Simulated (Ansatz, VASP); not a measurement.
**Zr in VASP and in Ansatz**

```
Zr
1.0
    -1.73053    1.73053    1.73053
     1.73053   -1.73053    1.73053
     1.73053    1.73053   -1.73053
Zr
1
Direct
  0.00000 0.00000 0.00000
```

Alike in both runs: task single point; functional r2SCAN; k mesh 8 × 8 × 8; occupations gaussian, width 0.1 eV; no spin polarisation.

```csv
,VASP,Ansatz
version,VASP 6.6.1,Ansatz 0.2.0
potentials or method,"VASP PAW PBE potentials, release 64 (Zr_sv), cutoff 550 eV","scalar-relativistic, plane waves, PAW"
valence electrons in the cell,12,12
```

Ansatz gave:

| Quantity | Value |
| --- | --- |
| gap on the k mesh at the Fermi level (eV) | none |
| pressure (GPa) | 11.6 |

Problem. Which values does VASP return?

Solution. gap on the k mesh at the Fermi level (eV): none; pressure (GPa): 11.7.

VASP's potentials were made for PBE, not for r2SCAN. A gap of «none» marks a metal or a gap that the smearing closes.
